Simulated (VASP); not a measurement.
Set up this calculation in VASP 6.6.1, as the native input.

- Task: single point
- Functional: LDA
- Potentials or basis: VASP PAW LDA potentials, release 64 (Os)
- Cutoff: 520 eV
- k mesh: 21 × 21 × 12
- Occupations: gaussian, width 0.15 eV
- Spin: no spin polarisation
- Dipole correction: no
- Further INCAR settings: ALGO = Normal; EDIFF = 1e-06; NBANDS = 15

The structure of Os lies in POSCAR:

```
Os
1.0
    2.6247359765      0.0000000000      0.0000000000
   -1.3123679883      2.2730880339      0.0000000000
    0.0000000000      0.0000000000      4.6652760000
Os
2
Direct
    0.3333333333      0.6666666667      0.2500000000
    0.6666666667      0.3333333333      0.7500000000
```

This cell differs from its parent crystal: strain -0.040 along x and y, +0.080 along z.

One way to write it, as run:

INCAR

```
PREC = Accurate
ENCUT = 520
EDIFF = 1E-6
ISMEAR = 0
SIGMA = 0.15
LREAL = False
LASPH = True
NELM = 60
ALGO = Normal
ISIF = 2
LWAVE = False
LCHARG = False
GGA = CA
NBANDS = 15
```

KPOINTS

```
regular mesh
0
Gamma
  21 21 12
```

Potentials or basis: VASP PAW LDA potentials, release 64 (Os).

Run with:

```bash
$ cat potpaw_LDA.64/Os/POTCAR > POTCAR
$ mpirun -np 1 vasp_std > vasp.out
```

Results of the run:

```json
{
 "Pressure": "-0.5 GPa",
 "Band gap on the k mesh": "zero (bands 8 and 9 overlap by 3.43 eV)"
}
```

Caveat: the cell differs from its parent crystal (strain -0.040 along x and y, +0.080 along z); spin-orbit coupling is left out, which moves the levels of the heavy elements.

Wall time 65 s on 1 thread of Intel(R) Xeon(R) Platinum 8488C (Sapphire Rapids) (shared host), peak memory 0.23 GiB.
